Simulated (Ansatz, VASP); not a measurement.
## One calculation of Re, two programs

File INCAR:

```
ALGO     = Normal         # electronic algorithm
EDIFF    = 1E-6           # SCF threshold, eV
ENCUT    = 520            # plane-wave cutoff, eV
GGA      = PE             # functional
ISIF     = 2              # what is computed and relaxed
ISMEAR   = 0              # smearing method
ISPIN    = 2              # spin polarisation
LASPH    = True           # aspherical terms in the spheres
LCHARG   = True           # write CHGCAR
LELF     = True           # ELF
LMAXMIX  = 4              # l up to which the mixer works
LORBIT   = 11             # projections on sites
LREAL    = False          # projectors in reciprocal space
LVHAR    = True         
LWAVE    = False          # write WAVECAR
MAGMOM   = 1              # initial moments
NBANDS   = 14             # bands
NELM     = 150            # most SCF steps
PREC     = Accurate       # precision mode
SIGMA    = 0.1            # smearing width, eV
```

KPOINTS

```
k-points
0
Gamma
  8 8 8
```

The input POSCAR:

```
Re
1.0
    0.0000000000      1.9578049246      1.9578049246
    1.9578049246      0.0000000000      1.9578049246
    1.9578049246      1.9578049246      0.0000000000
Re
1
Direct
    0.5000000000      0.5000000000      0.5000000000
```

Input for Ansatz:

```yaml
crystal:
  lattice:
    - [0.0, 1.9578049246, 1.9578049246]
    - [1.9578049246, 0.0, 1.9578049246]
    - [1.9578049246, 1.9578049246, 0.0]
  atoms:
    - { symbol: Re, position: [0.5, 0.5, 0.5], spin: 1.0 }
basis:
  ecutwfc: 420
kpoints:
  mp_grid: { grid: [8, 8, 8] }
hamiltonian:
  xc: pbe
scf:
  occupations: { method: gaussian, width: 0.1 }
  lower_state_search: "off"
output:
  forces: true
  stress: true
  eigenvalues: true
  populations: true
magnetization:
  spin_polarized: true
```

Alike in both runs: task single point; functional PBE; k mesh 8 × 8 × 8; occupations gaussian, width 0.1 eV; collinear spin.

```csv
,VASP,Ansatz
version,VASP 6.6.1,Ansatz 0.2.0
potentials or method,"VASP PAW PBE potentials, release 64 (Re), cutoff 520 eV","scalar-relativistic, plane waves, PAW"
valence electrons in the cell,7,15
```

VASP gave:

| Property | Result |
| --- | --- |
| gap on the k mesh at the Fermi level (eV) | none |
| pressure (GPa) | -1.2 |
| net moment per atom (μB) | 0.00 |

What did Ansatz give for the same quantities?

gap on the k mesh at the Fermi level (eV): none; pressure (GPa): -0.7; net moment per atom (μB): 0.00.

A gap of «none» marks a metal or a gap that the smearing closes. VASP's potentials hold 7 valence electrons a cell and Ansatz's 15, so a difference there can come from the potentials and not from the codes. Ansatz's warnings: seeded moment not kept.

Spin-orbit coupling is off throughout.
